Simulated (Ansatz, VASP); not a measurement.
# Two plane-wave programs on As

Contents of INCAR:

```
SYSTEM = As
ALGO     = Normal         ! electronic algorithm
EDIFF    = 1E-6           ! SCF threshold, eV
ENCUT    = 600            ! plane-wave cutoff, eV
GGA      = CA             ! functional
GGA_COMPAT= .FALSE.      
ISIF     = 2              ! what is computed and relaxed
ISMEAR   = -1             ! smearing method
LASPH    = .TRUE.         ! aspherical terms in the spheres
LCHARG   = .FALSE.        ! write CHGCAR
LREAL    = .FALSE.        ! projectors in reciprocal space
LWAVE    = .FALSE.        ! write WAVECAR
NBANDS   = 22             ! bands
NELM     = 120            ! most SCF steps
PREC     = Accurate       ! precision mode
SIGMA    = 0.05           ! smearing width, eV
```

The input KPOINTS:

```
k-points
0
G
  9 9 9
  0 0 0
```

POSCAR

```
As
1.0
    1.8424025153      1.0637115881      3.4423263150
   -1.8424025153      1.0637115881      3.4423263150
    0.0000000000     -2.1274231763      3.4423263150
As
2
Direct
    0.2260000000      0.2260000000      0.2260000000
    0.7740000000      0.7740000000      0.7740000000
```

File input.yaml:

```yaml
crystal:
  lattice:
    - [1.8424025153, 1.0637115881, 3.442326315]
    - [-1.8424025153, 1.0637115881, 3.442326315]
    - [0.0, -2.1274231763, 3.442326315]
  atoms:
    - { symbol: As, position: [0.226, 0.226, 0.226] }
    - { symbol: As, position: [0.774, 0.774, 0.774] }
hamiltonian:
  xc: lda
  pseudopotentials: { kind: paw }
kpoints:
  mp_grid: { grid: [9, 9, 9] }
scf:
  occupations: { method: fermi_dirac, width: 0.05 }
output:
  forces: true
  stress: true
  eigenvalues: true
```

Alike in both runs: task single point; functional LDA; k mesh 9 × 9 × 9; occupations fermi-dirac, width 0.05 eV; no spin polarisation.

|  | VASP | Ansatz |
| --- | --- | --- |
| version | VASP 6.6.1 | Ansatz 0.2.0 |
| potentials or method | VASP PAW LDA potentials, release 64 (As_d) | Ansatz PAW |
| plane-wave cutoff (eV) | 600 | 420 |
| valence electrons in the cell | 30 | 30 |

|  | VASP | Ansatz | Ansatz less VASP |
| --- | --- | --- | --- |
| gap on the k mesh at the Fermi level (eV) | none | none | - |
| pressure (GPa) | 4.0 | 3.9 | -0.08 |
| traceless stress, the component that is largest in VASP (GPa) | -1.70 | -1.61 | +0.087 |
| rms of the force components (eV/Å) | 0.426 | 0.403 | -0.0233 |

LDA's correlation is that of Perdew and Zunger in VASP and of Perdew and Wang (1992) in Ansatz. Atom by atom the forces differ by 0.023 eV/Å (rms over components). A gap of «none» marks a metal or a gap that the smearing closes.
